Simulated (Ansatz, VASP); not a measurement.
This is a calculation of BP for Ansatz 0.2.0.

File input.yaml:

```yaml
crystal:
  lattice:
    - [0.0, 2.269, 2.269]
    - [2.269, 0.0, 2.269]
    - [2.269, 2.269, 0.0]
  atoms:
    - { symbol: P, position: [0.75, 0.75, 0.75] }
    - { symbol: B, position: [0.0, 0.0, 0.0] }
kpoints:
  mp_grid: { grid: [10, 10, 10] }
scf:
  occupations: { method: gaussian, width: 0.021 }
hamiltonian:
  xc: pbe
  pseudopotentials: { kind: all_electron, lapw: { basis_error: 0.001 } }
output:
  forces: true
  stress: true
  eigenvalues: true
```

Potentials or basis: all-electron LAPW, scalar-relativistic.

The run is started by

```console
$ ansatz run input.yaml --threads 1 --pin off --max-ram 3072MiB --backend cpu --events-out ev --progress --plain --runs-dir out
```

**Question.** Translate it to VASP 6.6.1. Potentials there: VASP PAW PBE potentials, release 64 (P, B).

**Answer.** As run (the cutoff follows the program's own potentials):

File INCAR:

```
SYSTEM = BP
  ALGO = Normal
  EDIFF = 1E-6
  ENCUT = 520
  GGA = PE
  ISIF = 2
  ISMEAR = 0
  LASPH = .True.
  LCHARG = .False.
  LREAL = .False.
  LWAVE = .False.
  NBANDS = 11
  NELM = 60
  PREC = Accurate
  SIGMA = 0.020999999999999998
```

The input KPOINTS:

```
k-points
0
Gamma
  10 10 10
  0 0 0
```

The input POSCAR:

```
BP
1.0
    0.0000000000      2.2690000000      2.2690000000
    2.2690000000      0.0000000000      2.2690000000
    2.2690000000      2.2690000000      0.0000000000
P B
1 1
Direct
    0.7500000000      0.7500000000      0.7500000000
    0.0000000000      0.0000000000      0.0000000000
```

Potentials or basis: VASP PAW PBE potentials, release 64 (P, B).

Launch:

```sh
$ cat potpaw_PBE.64/P/POTCAR potpaw_PBE.64/B/POTCAR > POTCAR
$ mpirun -np 1 vasp_std > vasp.out
```

Both were run:

|  | VASP | Ansatz | Ansatz less VASP |
| --- | --- | --- | --- |
| gap on the k mesh at the Fermi level (eV) | 1.24 | 1.25 | +0.007 |
| least direct gap on the mesh (eV) | 3.40 | 3.41 | +0.006 |
| pressure (GPa) | 0.9 | 1.1 | +0.20 |

Ansatz ran all-electron here, and VASP with PAW potentials.
